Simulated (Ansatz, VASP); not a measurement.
**Two plane-wave programs on BN**

INCAR

```
SYSTEM = BN
PREC = Accurate
ENCUT = 600
EDIFF = 1E-6
ISMEAR = 0
SIGMA = 0.01
LREAL = .FALSE.
LASPH = .TRUE.
NELM = 120
ALGO = Normal
ISIF = 2
LWAVE = .FALSE.
LCHARG = .FALSE.
GGA = CA
NBANDS = 11
GGA_COMPAT = .FALSE.
```

KPOINTS

```
regular mesh
0
G
  9 9 9
  0 0 0
```

POSCAR

```
BN
1.0
    0.0208844043      1.7839403099      1.7839403099
    1.7839403099      0.0208844043      1.7839403099
    1.7839403099      1.7839403099      0.0208844043
B N
1 1
Direct
    0.0002179651      0.0002179651      0.0002179651
    0.2497820349      0.2497820349      0.2497820349
```

Input for Ansatz:

```yaml
crystal:
  lattice:
    - [0.0208844043, 1.7839403099, 1.7839403099]
    - [1.7839403099, 0.0208844043, 1.7839403099]
    - [1.7839403099, 1.7839403099, 0.0208844043]
  atoms:
    - { symbol: B, position: [0.0002179651, 0.0002179651, 0.0002179651] }
    - { symbol: "N", position: [0.2497820349, 0.2497820349, 0.2497820349] }
basis:
  ecutwfc: 420
kpoints:
  mp_grid: { grid: [9, 9, 9] }
  band_path:
    path:
      - [0.0, 0.0, 0.0]
      - [0.0, 0.0, 0.0]
      - [0.5, 0.5, 0.0]
      - [0.0, 0.5, 0.5]
      - [0.5, 0.5, 0.5]
      - [0.0, 0.0, 0.5]
      - [-0.002380962, 0.002380962, 0.0]
      - [0.002380962, -0.002380962, 0.0]
      - [-0.002380962, 0.002380962, 0.0]
      - [0.002380962, -0.002380962, 0.0]
    npoints: 1
hamiltonian:
  xc: lda
  pseudopotentials: { kind: paw, azcp: { folder: soft_1 } }
scf:
  occupations: { method: fixed }
  n_extra_bands: 5
output:
  forces: true
  stress: true
  eigenvalues: true
```

Alike in both runs: task single point; functional LDA; k mesh 9 × 9 × 9; no spin polarisation.

|  | VASP | Ansatz |
| --- | --- | --- |
| version | VASP 6.6.1 | Ansatz 0.2.0 |
| potentials or method | VASP PAW LDA potentials, release 64 (B, N), cutoff 600 eV | scalar-relativistic, plane waves, PAW |
| occupations | gaussian, width 0.01 eV | fixed |
| valence electrons in the cell | 8 | 8 |

|  | VASP | Ansatz | Ansatz less VASP |
| --- | --- | --- | --- |
| gap on the k mesh at the Fermi level (eV) | 4.52 | 4.53 | +0.011 |
| least direct gap on the mesh (eV) | 8.54 | 8.55 | +0.006 |
| pressure (GPa) | 13.0 | 11.8 | -1.15 |
| traceless stress, the component that is largest in VASP (GPa) | -5.96 | -5.92 | +0.041 |

Ansatz warns that its potentials were made for another functional, while VASP's fit it. LDA's correlation is that of Perdew and Zunger in VASP and of Perdew and Wang (1992) in Ansatz.
